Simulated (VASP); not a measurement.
Wanted: the native input for a VASP 6.6.1 run.

| Quantity | Value |
| --- | --- |
| Task | single point |
| Functional | r2SCAN |
| Potentials or basis | VASP PAW PBE potentials, release 64 (Rb_sv, Br) |
| Cutoff | 520 eV |
| k mesh | 6 × 6 × 6 |
| Occupations | gaussian, width 0.01 eV |
| Spin | no spin polarisation |
| Dipole correction | no |
| Further INCAR settings | ALGO = Normal; EDIFF = 1e-06; NBANDS = 15 |

The system is RbBr.

```xyz
2
Lattice="0.0000 3.3902 3.3902 3.3902 0.0000 3.3902 3.3902 3.3902 0.0000" Properties=species:S:1:pos:R:3 pbc="T T T"
Rb    0.0000    0.0000    0.0000
Br    3.3902    3.3902    3.3902
```

The input as run:

POSCAR

```
RbBr
1.0
    0.0000000000      3.3901772181      3.3901772181
    3.3901772181      0.0000000000      3.3901772181
    3.3901772181      3.3901772181      0.0000000000
Rb Br
1 1
Direct
    0.0000000000      0.0000000000      0.0000000000
    0.5000000000      0.5000000000      0.5000000000
```

INCAR.step1

```
PREC = Accurate ; ENCUT = 520
ISMEAR = 0 ; SIGMA = 0.01
LREAL = False ; LASPH = True
NELM = 60 ; NBANDS = 15
GGA = PE ; ALGO = Normal
EDIFF = 1E-4 ; LWAVE = True
LCHARG = False
```

INCAR.step2

```
PREC = Accurate ; ENCUT = 520
EDIFF = 1E-6 ; ISMEAR = 0
SIGMA = 0.01 ; LREAL = False
LASPH = True ; NELM = 60
ALGO = Normal ; ISIF = 2
LWAVE = False ; LCHARG = True
METAGGA = R2SCAN ; LMIXTAU = True
LELF = True ; LVHAR = True
NBANDS = 15 ; ISTART = 1
```

KPOINTS

```
Automatic mesh
0
Gamma
  6 6 6
```

Potentials or basis: VASP PAW PBE potentials, release 64 (Rb_sv, Br).

Run with:

```bash
$ cat potpaw_PBE.64/Rb_sv/POTCAR potpaw_PBE.64/Br/POTCAR > POTCAR
$ cp INCAR.step1 INCAR
$ mpirun -np 1 vasp_std > vasp.out
$ cp INCAR.step2 INCAR
$ mpirun -np 1 vasp_std > vasp.out
```

Results of the run:

The pressure is 1.1 GPa and the band gap on the k mesh is 5.06 eV.

Caveat: the PAW data sets were made with another functional, which shifts forces and pressure a little.

Run time: 2.5 min on 1 thread of Intel Xeon 8259CL, with other jobs on the host, peak memory 0.22 GiB.
